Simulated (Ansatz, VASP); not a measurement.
One calculation of HfC, two programs

```xyz
2
Lattice="0.0000 2.2702 2.2702 2.2702 0.0000 2.2702 2.2702 2.2702 0.0000" Properties=species:S:1:pos:R:3 pbc="T T T"
Hf    0.0000    0.0000    0.0000
C     2.2702    2.2702    2.2702
```

Change from the starting cell: volume scaled by 0.9405, PAW files.

Alike in both runs: task electric field gradients; functional LDA; k mesh 14 × 14 × 14; occupations fermi-dirac, width 0.05 eV; no spin polarisation.

|  | VASP | Ansatz |
| --- | --- | --- |
| version | VASP 6.6.1 | Ansatz 0.2.0 |
| potentials or method | VASP PAW LDA potentials, release 64 (Hf_pv, C) | PAW with Ansatz's default frozen-core files, scalar-relativistic |
| plane-wave cutoff (eV) | 520 | 420 |
| valence electrons in the cell | 14 | 30 |

VASP gave:

| Property | Result |
| --- | --- |
| pressure (GPa) | 6.6 |

Task: What did Ansatz give for the same quantities?

Result: Pressure (GPa): 5.8.

LDA's correlation is that of Perdew and Zunger in VASP and of Perdew and Wang (1992) in Ansatz. VASP's potentials hold 14 valence electrons a cell and Ansatz's 30, so a difference there can come from the potentials and not from the codes.

Neither program's run includes spin-orbit coupling.
